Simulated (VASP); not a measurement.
# AlRu in VASP: further runs

The runs below take AlRu through single point, with PBE.

Everything below comes from runs of VASP 6.6.1. Logs are shortened: lines on timing, memory, paths and dates and some standing lists are left out, and cuts for length are marked.

## Step 1: The cell of the first run

It takes space group P4/mmm (No. 123, tetragonal). Conventional cell: a = 3.004 Å, b = 3.004 Å, c = 3.094 Å, α = 90.00°, β = 90.00°, γ = 90.00°. Al (site symmetry 4/mmm) has 8 Ru at 2.63 Å and 6 Al at 3.00 to 3.09 Å within 3.5 Å. Ru (site symmetry 4/mmm) has 8 Al at 2.63 Å and 6 Ru at 3.00 to 3.09 Å within 3.5 Å.

## Step 2: Single point, PBE (strain +0.000 along x and y, +0.030 along z)

INCAR

```
SYSTEM = AlRu
PREC     = Accurate       ! precision mode
ENCUT    = 520            ! plane-wave cutoff, eV
EDIFF    = 1E-6           ! SCF threshold, eV
ISMEAR   = 0              ! smearing method
SIGMA    = 0.15           ! smearing width, eV
LREAL    = .FALSE.        ! projectors in reciprocal space
LASPH    = .TRUE.         ! aspherical terms in the spheres
NELM     = 100            ! most SCF steps
ALGO     = Fast           ! electronic algorithm
ISIF     = 2              ! what is computed and relaxed
LWAVE    = .FALSE.        ! write WAVECAR
LCHARG   = .FALSE.        ! write CHGCAR
GGA      = PE             ! functional
NBANDS   = 16             ! bands
```

KPOINTS

```
Automatic mesh
0
G
  20 20 20
  0 0 0
```

POSCAR

```
AlRu
1.0
    3.0040847246      0.0000000000      0.0000000000
    0.0000000000      3.0040847246      0.0000000000
    0.0000000000      0.0000000000      3.0942072663
Al Ru
1 1
Direct
    0.0000000000      0.0000000000      0.0000000000
    0.5000000000      0.5000000000      0.5000000000
```

Potentials or basis: VASP PAW PBE potentials, release 64 (Al, Ru_pv).

The run is started by

```
cat potpaw_PBE.64/Al/POTCAR potpaw_PBE.64/Ru_pv/POTCAR > POTCAR
mpirun -np 1 vasp_std > vasp.out
```

OUTCAR:

```text
SYSTEM = AlRu
   PREC = Accurate
   ENCUT = 520
   EDIFF = 1E-6
   ISMEAR = 0
   LREAL = .FALSE.
   LASPH = .TRUE.
   NELM = 100
   ISIF = 2
   GGA = PE

 ion  position               nearest neighbor table
   1  0.000  0.000  0.000-   2 2.63   2 2.63   2 2.63   2 2.63   2 2.63   2 2.63   2 2.63   2 2.63

   2  0.500  0.500  0.500-   1 2.63   1 2.63   1 2.63   1 2.63   1 2.63   1 2.63   1 2.63   1 2.63

  LATTYP: Found a simple tetragonal cell.
 ALAT       =     3.0040847246
 C/A-ratio  =     1.0300000000

  Lattice vectors:

 A1 = (   3.0040847246,   0.0000000000,   0.0000000000)
 A2 = (   0.0000000000,   3.0040847246,   0.0000000000)
 A3 = (   0.0000000000,   0.0000000000,   3.0942072663)

Analysis of symmetry for initial positions (statically):
=====================================================================
 Subroutine PRICEL returns:
 Original cell was already a primitive cell.

 Routine SETGRP: Setting up the symmetry group for a
 simple tetragonal supercell.

 Subroutine GETGRP returns: Found 16 space group operations
 (whereof 16 operations were pure point group operations)
 out of a pool of 16 trial point group operations.

The static configuration has the point symmetry D_4h.

Analysis of symmetry for dynamics (positions and initial velocities):
=====================================================================
 Subroutine PRICEL returns:
 Original cell was already a primitive cell.

 Routine SETGRP: Setting up the symmetry group for a
 simple tetragonal supercell.

 Subroutine GETGRP returns: Found 16 space group operations
 (whereof 16 operations were pure point group operations)
 out of a pool of 16 trial point group operations.

The dynamic configuration has the point symmetry D_4h.

 Subroutine INISYM returns: Found 16 space group operations
 (whereof 16 operations are pure point group operations),
 and found     1 'primitive' translations

----------------------------------------------------------------------------------------

                                     Primitive cell

  volume of cell :      27.9238

  direct lattice vectors                    reciprocal lattice vectors
     3.004084725  0.000000000  0.000000000     0.332880092  0.000000000  0.000000000
     0.000000000  3.004084725  0.000000000     0.000000000  0.332880092  0.000000000
     0.000000000  0.000000000  3.094207266     0.000000000  0.000000000  0.323184556

  length of vectors
     3.004084725  3.004084725  3.094207266     0.332880092  0.332880092  0.323184556

[... 81 lines left out ...]
   LREAL  =      F    real-space projection
   EDIFFG = 0.1E-04   stopping-criterion for IOM
   NSW    =      0    number of steps for IOM
   IBRION =     -1    ionic relax: 0-MD 1-quasi-New 2-CG
   NFREE  =      0    steps in history (QN), initial steepest desc. (CG)
   ISIF   =      2    stress and relaxation
   ISYM   =      2    0-nonsym 1-usesym 2-fastsym
   POTIM  = 0.5000    time-step for ionic-motion
   TEBEG  =    0.0;   TEEND  =   0.0 temperature during run
   PSTRESS=    0.0 pullay stress
   NELECT =      17.0000    total number of electrons
   NUPDOWN=      -1.0000    fix difference up-down
   EMIN   =  10.00;   EMAX   =-10.00  energy-range for DOS
   EFERMI =   0.00;   METHOD = LEGACY
   ISMEAR =     0;   SIGMA  =   0.15  broadening in eV -4-tet -1-fermi 0-gaus
   EFERMI_NEDOS =   21; number of points for ismear=-14 and -15
   IALGO  =     68    algorithm
   IMIX   =      4    mixing-type and parameters
     AMIX     =   0.40;   BMIX     =  1.00
     AMIX_MAG =   1.60;   BMIX_MAG =  1.00
  volume/ion in A,a.u.               =      13.96        94.22
  Fermi-wavevector in a.u.,A,eV,Ry     =   1.387501  2.621996 26.193368  1.925158
  Thomas-Fermi vector in A             =   2.511716
   LORBIT       =      0    0 simple, 1 ext, 2 COOP (PROOUT), +10 PAW based schemes
   GGA     = PE    functional components
   LHFCALC =     F    Hartree Fock is set to
   AEXX    =    0.0000 exact exchange contribution
   IVDW    =     0    specifies the selected vdW correction
   LEPSILON=     F    determine dielectric tensor
   LRPA    =     F    only Hartree local field effects (RPA)
 non-spin polarized calculation
 RMM-DIIS sequential band-by-band and
 Gauss-broadening in eV      SIGMA  =   0.15
  energy-cutoff  :      520.00
  volume of cell :       27.92
 maximum number of plane-waves:       770
 NGX is ok and might be reduce to    24
   NGX = 11   NGY = 11   NGZ = 11

 number of electron      17.0000000 magnetization

 Free energy of the ion-electron system (eV)
  ---------------------------------------------------
  ext. energy  EPLUGINS =         0.00000000
  ---------------------------------------------------
  free energy    TOTEN  =       -14.24517650 eV

  energy without entropy =      -14.22542806  energy(sigma->0) =      -14.23530228

 E-fermi :  10.1365     XC(G=0): -12.3523

 val. band max:       10.1356108762   @ k =   0.1000   0.0500   0.0000
 cond. band min:      10.1369473876   @ k =   0.5000   0.1000   0.1000
 fundamental gap:      0.0013365114
 Fermi energy:        10.1364743952

 k-point     1 :       0.0000    0.0000    0.0000
  band No.  band energies     occupation
      1     -31.6422      2.00000
      2     -31.6115      2.00000
      3     -31.6115      2.00000
      4       0.7032      2.00000
      5       6.7813      2.00000
      6       6.7954      2.00000
[... 433 lines left out ...]
      3     -31.6243      2.00000
      4       1.6154      2.00000
      5       7.0171      2.00000
      6       7.1079      2.00000
[... 8 lines left out ...]
     15      22.9122      0.00000
     16      26.4811      0.00000

 [... further k-points ...]

------------------------ aborting loop because EDIFF is reached ----------------------------------------

  FORCE on cell =-STRESS in cart. coord.  units (eV):
  Direction    XX          YY          ZZ          XY          YZ          ZX
  --------------------------------------------------------------------------------------
  -------------------------------------------------------------------------------------
  Total       -0.7217503     -0.7217503     -1.4970946      0.0000000     -0.0000000     -0.0000000
  in kB      -41.4117712    -41.4117712    -85.8985970      0.0000000     -0.0000000     -0.0000000
  external PRESSURE =     -56.2407131 kB  Pullay stress =       0.0000000 kB

 VOLUME and BASIS-vectors are now :
 -----------------------------------------------------------------------------
  energy-cutoff  :      520.00
  volume of cell :       27.92
      direct lattice vectors                 reciprocal lattice vectors
     3.004084725  0.000000000  0.000000000     0.332880092  0.000000000  0.000000000
     0.000000000  3.004084725  0.000000000     0.000000000  0.332880092  0.000000000
     0.000000000  0.000000000  3.094207266     0.000000000  0.000000000  0.323184556

 POSITION                                       TOTAL-FORCE (eV/Angst)
 -----------------------------------------------------------------------------------
      0.00000      0.00000      0.00000         0.000000      0.000000      0.000000
      1.50204      1.50204      1.54710         0.000000      0.000000      0.000000
 -----------------------------------------------------------------------------------
    total drift:                                0.000000     -0.000000     -0.000000

  FREE ENERGIE OF THE ION-ELECTRON SYSTEM (eV)
  ---------------------------------------------------
  free  energy   TOTEN  =       -14.2451765019 eV

  energy  without entropy=      -14.2254280558  energy(sigma->0) =      -14.23530228
```

It took 1.9 min on 1 thread of Intel Xeon 6975P-C, shared host; peak memory 0.4 GiB.

What came out:

* Free energy: -14.2452 eV
* Pressure: -5.6 GPa

Stress tensor (GPa, compression positive):
```
-4.14  0.00  0.00
 0.00 -4.14  0.00
 0.00  0.00 -8.59
```

Levels at points of the mesh, in eV from the Fermi level:
| k point | band 7 | band 8 | band 9 | band 10 | band 11 | band 12 |
| --- | --- | --- | --- | --- | --- | --- |
| (0.00, 0.00, 0.00) | 0.11 | 0.11 | 0.28 | 5.30 | 6.17 | 6.17 |
| (0.50, 0.00, 0.00) | -1.74 | -1.41 | 0.36 | 2.30 | 7.44 | 10.32 |
| (0.50, 0.50, 0.00) | -1.26 | -1.23 | -1.23 | 1.55 | 5.30 | 5.92 |
| (0.00, 0.00, 0.50) | -1.40 | -1.40 | 0.48 | 1.82 | 7.49 | 11.06 |
| (0.50, 0.00, 0.50) | -1.29 | -1.05 | -0.96 | 1.36 | 4.93 | 5.75 |
| (0.50, 0.50, 0.50) | 1.41 | 1.62 | 2.32 | 3.93 | 4.10 | 4.10 |

Caveat: the cell differs from its parent crystal (strain +0.000 along x and y, +0.030 along z).

## Step 3: Single point, PBE (strain +0.015 along x and y, +0.000 along z)

INCAR

```
PREC = Accurate
ENCUT = 520
EDIFF = 1E-7
ISMEAR = 0
SIGMA = 0.15
LREAL = F
LASPH = T
NELM = 100
ALGO = Fast
ISIF = 2
LWAVE = F
LCHARG = F
GGA = PE
NBANDS = 16
```

KPOINTS

```
Automatic mesh
0
Gamma
  20 20 20
```

POSCAR

```
AlRu
1.0
    3.0491459955      0.0000000000      0.0000000000
    0.0000000000      3.0491459955      0.0000000000
    0.0000000000      0.0000000000      3.0040847246
Al Ru
1 1
Direct
    0.0000000000      0.0000000000      0.0000000000
    0.5000000000      0.5000000000      0.5000000000
```

Potentials or basis: VASP PAW PBE potentials, release 64 (Al, Ru_pv).

The run is started by

```
cat potpaw_PBE.64/Al/POTCAR potpaw_PBE.64/Ru_pv/POTCAR > POTCAR
mpirun -np 1 vasp_std > vasp.out
```

Wall time 2.2 min (1 thread of Intel Xeon 6975P-C, shared host); peak memory 0.4 GiB.

Results (log left out):

```yaml
Free_energy: -14.2506 eV
Pressure: -5.7 GPa
```

Stress tensor (GPa, compression positive):
```
-6.47  0.00  0.00
 0.00 -6.47  0.00
 0.00  0.00 -4.17
```

Levels at points of the mesh, in eV from the Fermi level:
| k point | band 5 | band 6 | band 7 | band 8 | band 9 | band 10 | band 11 | band 12 | band 13 | band 14 |
| --- | --- | --- | --- | --- | --- | --- | --- | --- | --- | --- |
| (0.00, 0.00, 0.00) | -3.34 | -3.34 | 0.11 | 0.20 | 0.20 | 5.73 | 5.73 | 6.18 | 10.69 | 10.75 |
| (0.50, 0.00, 0.00) | -5.46 | -2.61 | -1.57 | -1.40 | 0.42 | 2.06 | 7.47 | 10.68 | 11.07 | 12.09 |
| (0.50, 0.50, 0.00) | -2.93 | -1.38 | -1.38 | -1.00 | -1.00 | 1.37 | 4.91 | 5.75 | 10.48 | 14.37 |
| (0.00, 0.00, 0.50) | -5.30 | -2.55 | -1.57 | -1.57 | 0.36 | 2.30 | 7.46 | 10.69 | 10.69 | 12.18 |
| (0.50, 0.00, 0.50) | -2.87 | -1.35 | -1.25 | -1.15 | -1.11 | 1.46 | 5.11 | 5.84 | 10.15 | 14.11 |
| (0.50, 0.50, 0.50) | -4.40 | -4.38 | 1.47 | 1.57 | 2.32 | 4.02 | 4.02 | 4.10 | 8.01 | 8.21 |

Caveat: the cell differs from its parent crystal (strain +0.015 along x and y, +0.000 along z).

## Step 4: Single point, PBE (strain -0.030 along x and y, -0.030 along z)

INCAR

```
SYSTEM = AlRu
  ALGO = Fast
  EDIFF = 1E-6
  ENCUT = 520
  GGA = PE
  ISIF = 2
  ISMEAR = 0
  LASPH = .TRUE.
  LCHARG = .TRUE.
  LELF = .TRUE.
  LREAL = .FALSE.
  LVHAR = .TRUE.
  LWAVE = .FALSE.
  NBANDS = 16
  NELM = 60
  PREC = Accurate
  SIGMA = 0.15
```

KPOINTS

```
k-points
0
G
  20 20 20
  0 0 0
```

POSCAR

```
AlRu
1.0
    2.9139621829      0.0000000000      0.0000000000
    0.0000000000      2.9139621829      0.0000000000
    0.0000000000      0.0000000000      2.9139621829
Al Ru
1 1
Direct
    0.0000000000      0.0000000000      0.0000000000
    0.5000000000      0.5000000000      0.5000000000
```

The run is started by

```
cat potpaw_PBE.64/Al/POTCAR potpaw_PBE.64/Ru_pv/POTCAR > POTCAR
mpirun -np 1 vasp_std > vasp.out
```

Run time: 3 min. Hardware: 1 thread of AMD EPYC 7R13, shared host; peak memory 0.2 GiB.

The run converged. Its results:

```yaml
Free_energy: -14.1122 eV
Pressure: 22.7 GPa
```

Levels at points of the mesh, in eV from the Fermi level:
| k point | band 7 | band 8 | band 9 | band 10 | band 11 | band 12 |
| --- | --- | --- | --- | --- | --- | --- |
| (0.00, 0.00, 0.00) | 0.21 | 0.21 | 0.21 | 6.48 | 6.48 | 6.48 |
| (0.50, 0.00, 0.00) | -1.78 | -1.78 | 0.50 | 2.61 | 7.39 | 11.45 |
| (0.50, 0.50, 0.00) | -1.41 | -1.32 | -1.32 | 1.75 | 5.87 | 7.08 |
| (0.50, 0.50, 0.50) | 1.85 | 1.85 | 3.07 | 4.35 | 4.35 | 4.35 |

Caveat: the cell differs from its parent crystal (strain -0.030 along x and y, -0.030 along z).

## Step 5: Overview

| cell | further INCAR settings | gap on the mesh (eV) | pressure (GPa) |
| --- | --- | --- | --- |
| a = 3.004, b = 3.004, c = 3.094 Å, 2 atoms | ALGO = Fast; EDIFF = 1e-06; NBANDS = 16 | none | -5.6 |
| a = 3.049, b = 3.049, c = 3.004 Å, 2 atoms | ALGO = Fast; EDIFF = 1e-07; NBANDS = 16 | none | -5.7 |
| a = 2.914 Å, 2 atoms | ALGO = Fast; EDIFF = 1e-06; NBANDS = 16 | none | 22.7 |

Alike in all rows: task single point; level PBE; potentials or basis VASP PAW PBE potentials, release 64 (Al, Ru_pv); no spin polarisation; k mesh 20 × 20 × 20; cutoff (eV) 520; smearing gaussian 0.15 eV.

Total energies depend on the potentials used, so only differences within one code and one set of settings carry meaning.
